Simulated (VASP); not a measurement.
# Ge (Fd-3m) in VASP: further runs, part 2 of 3

VASP 6.6.1. The steps go on from the part before.

### Step 4. Relaxation of cell and atoms, PBE, target pressure 5 GPa, at which the enthalpy is minimised

File INCAR:

```
SYSTEM = Ge
  ALGO = Normal
  EDIFF = 1E-6
  EDIFFG = -0.02
  ENCUT = 600
  GGA = PE
  IBRION = 2
  ISIF = 3
  ISMEAR = -1
  LASPH = .TRUE.
  LCHARG = .FALSE.
  LREAL = .FALSE.
  LWAVE = .FALSE.
  NELM = 80
  NSW = 80
  PREC = Accurate
  PSTRESS = 50.0
  SIGMA = 0.1
```

File KPOINTS:

```
k-points
0
G
  6 6 6
  0 0 0
```

File POSCAR:

```
Ge
1.0
    4.0006830000      0.0000000000      0.0000000000
    2.0003415000      3.4646931105      0.0000000000
    2.0003415000      1.1548977035      3.2665439909
Ge
2
Direct
    0.0000000000      0.0000000000      0.0000000000
    0.2500000000      0.2500000000      0.2500000000
```

Potentials or basis: VASP PAW PBE potentials, release 64 (Ge_d).

The run is started by

```sh
> cat potpaw_PBE.64/Ge_d/POTCAR > POTCAR
> mpirun -np 1 vasp_std > vasp.out
```

OUTCAR:

```text
SYSTEM = Ge
   EDIFF = 1E-6
   EDIFFG = -0.02
   ENCUT = 600
   GGA = PE
   IBRION = 2
   ISIF = 3
   ISMEAR = -1
   LASPH = .TRUE.
   LREAL = .FALSE.
   NELM = 80
   NSW = 80
   PREC = Accurate
   PSTRESS = 50.0

 ion  position               nearest neighbor table
   1  0.000  0.000  0.000-   2 2.45   2 2.45   2 2.45   2 2.45
   2  0.250  0.250  0.250-   1 2.45   1 2.45   1 2.45   1 2.45

  LATTYP: Found a face centered cubic cell.
 ALAT       =     5.6578201574

  Lattice vectors:

 A1 = (   4.0006830000,   0.0000000000,   0.0000000000)
 A2 = (   2.0003415000,   3.4646931105,   0.0000000000)
 A3 = (   2.0003415000,   1.1548977035,   3.2665439909)

Analysis of symmetry for initial positions (statically):
=====================================================================
 Subroutine PRICEL returns:
 Original cell was already a primitive cell.

 Routine SETGRP: Setting up the symmetry group for a
 face centered cubic supercell.

 Subroutine GETGRP returns: Found 48 space group operations
 (whereof 24 operations were pure point group operations)
 out of a pool of 48 trial point group operations.

The static configuration has the point symmetry T_d .
 The point group associated with its full space group is O_h .

Analysis of symmetry for dynamics (positions and initial velocities):
=====================================================================
 Subroutine PRICEL returns:
 Original cell was already a primitive cell.

 Routine SETGRP: Setting up the symmetry group for a
 face centered cubic supercell.

 Subroutine GETGRP returns: Found 48 space group operations
 (whereof 24 operations were pure point group operations)
 out of a pool of 48 trial point group operations.

The dynamic configuration has the point symmetry T_d .
 The point group associated with its full space group is O_h .

 Subroutine INISYM returns: Found 48 space group operations
 (whereof 24 operations are pure point group operations),
 and found     1 'primitive' translations

----------------------------------------------------------------------------------------

                                     Primitive cell

  volume of cell :      45.2780

  direct lattice vectors                    reciprocal lattice vectors
     4.000683000  0.000000000  0.000000000     0.249957320 -0.144312926 -0.102044648
     2.000341500  3.464693110  0.000000000     0.000000000  0.288625852 -0.102044648
     2.000341500  1.154897704  3.266543991     0.000000000  0.000000000  0.306133945

  length of vectors
     4.000683000  4.000683000  4.000683000     0.306133945  0.306133945  0.306133945

  position of ions in fractional coordinates (direct lattice)
     0.000000000  0.000000000  0.000000000
     0.250000000  0.250000000  0.250000000

  ion indices of the primitive-cell ions
   primitive index   ion index
                 1           1
                 2           2

----------------------------------------------------------------------------------------

 KPOINTS: k-points

Automatic generation of k-mesh.
 Grid dimensions read from file:
 generate k-points for:    6    6    6

 Generating k-lattice:

  Cartesian coordinates                     Fractional coordinates (reciprocal lattice)
     0.041659553 -0.024052154 -0.017007441     0.166666667  0.000000000  0.000000000
     0.000000000  0.048104309 -0.017007441     0.000000000  0.166666667  0.000000000
     0.000000000  0.000000000  0.051022324     0.000000000  0.000000000  0.166666667

  Length of vectors
     0.051022324  0.051022324  0.051022324

  Shift w.r.t. Gamma in fractional coordinates (k-lattice)
     0.000000000  0.000000000  0.000000000

 Subroutine IBZKPT returns following result:
 ===========================================

 Found     16 irreducible k-points:

 Following reciprocal coordinates:
            Coordinates               Weight
  0.000000  0.000000  0.000000      1.000000
  0.166667  0.000000  0.000000      8.000000
  0.333333  0.000000  0.000000      8.000000
  0.500000  0.000000  0.000000      4.000000
  0.166667  0.166667  0.000000      6.000000
  0.333333  0.166667  0.000000     24.000000
[... 8 lines left out ...]
 -0.333333  0.333333  0.166667     24.000000
 -0.333333  0.500000  0.166667     12.000000
   k-points           NKPTS =     16   k-points in BZ     NKDIM =     16   number of bands    NBANDS=     18
   number of dos      NEDOS =    301   number of ions     NIONS =      2
   total plane-waves  NPLWV =  32768
   dimension x,y,z NGX =    32 NGY =   32 NGZ =   32
   dimension x,y,z NGXF=    64 NGYF=   64 NGZF=   64
   ions per type =               2
   NGX,Y,Z   is equivalent  to a cutoff of  13.30, 13.30, 13.30 a.u.
   NGXF,Y,Z  is equivalent  to a cutoff of  26.59, 26.59, 26.59 a.u.
 SYSTEM =  Ge
   PREC   = accura    normal or accurate (medium, high low for compatibility)
   ISTART =      0    job   : 0-new  1-cont  2-samecut
   ICHARG =      2    charge: 1-file 2-atom 10-const
   ISPIN  =      1    spin polarized calculation?
   LNONCOLLINEAR =      F non collinear calculations
   LSORBIT =      F    spin-orbit coupling
   LASPH  =      T    aspherical Exc in radial PAW
   ENCUT  =  600.0 eV  44.10 Ry    6.64 a.u.   7.99  7.99  7.99*2*pi/ulx,y,z
   NELM   =     80;   NELMIN=  2; NELMDL= -5     # of ELM steps
   EDIFF  = 0.1E-05   stopping-criterion for ELM
   LREAL  =      F    real-space projection
   EDIFFG = -.2E-01   stopping-criterion for IOM
   NSW    =     80    number of steps for IOM
   IBRION =      2    ionic relax: 0-MD 1-quasi-New 2-CG
   NFREE  =      1    steps in history (QN), initial steepest desc. (CG)
   ISIF   =      3    stress and relaxation
   ISYM   =      2    0-nonsym 1-usesym 2-fastsym
   POTIM  = 0.5000    time-step for ionic-motion
   TEBEG  =    0.0;   TEEND  =   0.0 temperature during run
   PSTRESS=   50.0 pullay stress
   NELECT =      28.0000    total number of electrons
   NUPDOWN=      -1.0000    fix difference up-down
   EMIN   =  10.00;   EMAX   =-10.00  energy-range for DOS
   EFERMI =   0.00;   METHOD = LEGACY
   ISMEAR =    -1;   SIGMA  =   0.10  broadening in eV -4-tet -1-fermi 0-gaus
   EFERMI_NEDOS =   21; number of points for ismear=-14 and -15
   IALGO  =     38    algorithm
   IMIX   =      4    mixing-type and parameters
     AMIX     =   0.40;   BMIX     =  1.00
     AMIX_MAG =   1.60;   BMIX_MAG =  1.00
  volume/ion in A,a.u.               =      22.64       152.78
  Fermi-wavevector in a.u.,A,eV,Ry     =   1.394756  2.635707 26.468032  1.945345
  Thomas-Fermi vector in A             =   2.518275
   LORBIT       =      0    0 simple, 1 ext, 2 COOP (PROOUT), +10 PAW based schemes
   GGA     = PE    functional components
   LHFCALC =     F    Hartree Fock is set to
   AEXX    =    0.0000 exact exchange contribution
   IVDW    =     0    specifies the selected vdW correction
   LEPSILON=     F    determine dielectric tensor
   LRPA    =     F    only Hartree local field effects (RPA)
 conjugate gradient relaxation of ions
 non-spin polarized calculation
  energy-cutoff  :      600.00
  volume of cell :       45.28
 maximum number of plane-waves:      1527
   NGX = 15   NGY = 15   NGZ = 15

--------------------------------------- Ionic step        1  -------------------------------------------

 number of electron      28.0000013 magnetization

 Free energy of the ion-electron system (eV)
  ---------------------------------------------------
  ext. energy  EPLUGINS =         0.00000000
  ---------------------------------------------------
  free energy    TOTEN  =        -8.96799092 eV

  energy without entropy =       -8.96239764  energy(sigma->0) =       -8.96519428

 E-fermi :   5.0283     XC(G=0):  -9.9187

 val. band max:        5.0001443464   @ k =   0.0000   0.0000   0.0000
 cond. band min:       5.0356172683   @ k =   0.0000   0.0000   0.0000
 fundamental gap:      0.0354729219
 Fermi energy:         5.0282670649

 k-point     1 :       0.0000    0.0000    0.0000
  band No.  band energies     occupation
      1     -19.8120      2.00000
      2     -19.8119      2.00000
      3     -19.8119      2.00000
      4     -19.7759      2.00000
      5     -19.7759      2.00000
      6     -19.5653      2.00000
[... 10 lines left out ...]
     17       7.5517      0.00000
     18       7.5517      0.00000
[... 380 lines left out ...]
  FREE ENERGIE OF THE ION-ELECTRON SYSTEM (eV)
  ---------------------------------------------------
  free  energy   TOTEN  =        -8.9310072010 eV

  energy  without entropy=       -8.9263600082  energy(sigma->0) =       -8.92868360

  enthalpy is  TOTEN    =        -7.5570337358 eV   P V=        1.3739734652

--------------------------------------- Ionic step        3  -------------------------------------------

 number of electron      27.9999995 magnetization

 Free energy of the ion-electron system (eV)
  ---------------------------------------------------
  ext. energy  EPLUGINS =         0.00000000
  ---------------------------------------------------
  free energy    TOTEN  =        -8.94702717 eV

  energy without entropy =       -8.94197378  energy(sigma->0) =       -8.94450048

 E-fermi :   5.2406     XC(G=0): -10.0013

 val. band max:        5.1703628834   @ k =   0.0000   0.0000   0.0000
 cond. band min:       5.3651199890   @ k =   0.0000   0.0000   0.0000
 fundamental gap:      0.1947571057
 Fermi energy:         5.2406437240

 k-point     1 :       0.0000    0.0000    0.0000
  band No.  band energies     occupation
      1     -19.6688      2.00000
      2     -19.6688      2.00000
      3     -19.6688      2.00000
      4     -19.6314      2.00000
      5     -19.6314      2.00000
      6     -19.4112      2.00000
[... 10 lines left out ...]
     17       7.7289      0.00000
     18       7.7289      0.00000
[... 335 lines left out ...]
 POSITION                                       TOTAL-FORCE (eV/Angst)
 -----------------------------------------------------------------------------------
      0.00000      0.00000      0.00000         0.000000     -0.000000      0.000000
      1.98883      1.14825      0.81194        -0.000000      0.000000     -0.000000
 -----------------------------------------------------------------------------------
    total drift:                                0.000000     -0.000000     -0.000000

  FREE ENERGIE OF THE ION-ELECTRON SYSTEM (eV)
  ---------------------------------------------------
  free  energy   TOTEN  =        -8.9470271735 eV

  energy  without entropy=       -8.9419737786  energy(sigma->0) =       -8.94450048

  enthalpy is  TOTEN    =        -7.5582566234 eV   P V=        1.3887705501

 reached required accuracy - stopping structural energy minimisation
```

Run time: 69 s. Hardware: 1 thread of AMD EPYC, shared host; peak memory 0.15 GiB.

Results:

```yaml
Free_energy: -8.9470 eV
Relaxed_volume: 22.25 Å³/atom
Relaxed_cell: a = 3.978 Å, b = 3.978 Å, c = 3.978 Å, α = 60.00°, β = 60.00°, γ = 60.00°
Space_group_after_relaxing_to_0.05_Å: Fd-3m (No. 227)
Energy_change_on_relaxing_the_enthalpy_is_what_falls: +10.5 meV/atom
Ionic_steps: 3
Pressure_after_relaxing: 5.1 GPa
Band_gap_on_the_k_mesh: 0.19 eV, direct
```

The path:
```
step  energy change (eV)  largest force (eV/Å)  pressure (GPa)  volume (Å³)
   1              0.0000                0.0000            3.64        45.28
   2              0.0370                0.0000            5.87        44.03
   3              0.0210                0.0000            5.12        44.50
```

Final structure:
```
CELL_PARAMETERS angstrom
3.97767 0.00000 0.00000
1.98883 3.44476 0.00000
1.98883 1.14825 3.24775
ATOMIC_POSITIONS crystal
Ge 0.00000 0.00000 0.00000
Ge 0.25000 0.25000 0.25000
```

Caveat: the cell is relaxed towards a set pressure, so the enthalpy falls and the energy may rise.

[end of part 2 of 3]
